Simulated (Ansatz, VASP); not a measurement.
## One calculation of Na4AgS3, two programs

```xyz
8
Lattice="-4.0648 4.0648 3.1851 4.0648 -4.0648 3.1851 4.0648 4.0648 -3.1851" Properties=species:S:1:pos:R:3 pbc="T T T"
Na    1.9420    4.0648    0.0000
Na    2.1228    0.0000    3.1851
Na    4.0648    1.9420    0.0000
Na    0.0000    2.1228    3.1851
Ag    0.0000    0.0000    0.0000
S     0.0000    4.0648    1.5925
S     4.0648    0.0000    1.5925
S     0.0000    0.0000    3.1851
```

Alike in both runs: task relaxation of cell and atoms; functional PBE; k mesh 3 × 3 × 3; occupations gaussian, width 0.15 eV; no spin polarisation.

|  | VASP | Ansatz |
| --- | --- | --- |
| version | VASP 6.6.1 | Ansatz 0.2.0 |
| potentials or method | VASP PAW PBE potentials, release 64 (Na_pv, Ag, S), cutoff 600 eV | scalar-relativistic, plane waves, PAW |
| valence electrons in the cell | 57 | 73 |

```tsv
	VASP	Ansatz	Ansatz less VASP
gap on the k mesh at the Fermi level, each at its own relaxed structure (eV)	none	none	-
relaxed volume (Å³/atom)	33.36	33.54	+0.174
relaxed length of the cell vector where the two differ most in proportion (Å)	7.640	7.659	+0.0192
```

A gap of «none» marks a metal or a gap that the smearing closes. VASP's potentials hold 57 valence electrons a cell and Ansatz's 73, so a difference there can come from the potentials and not from the codes.

The k mesh is coarse, so the values compare programs but aren't converged. Noted on VASP's run: the volume moved by over 15 % at a fixed basis, so the end points are rough.
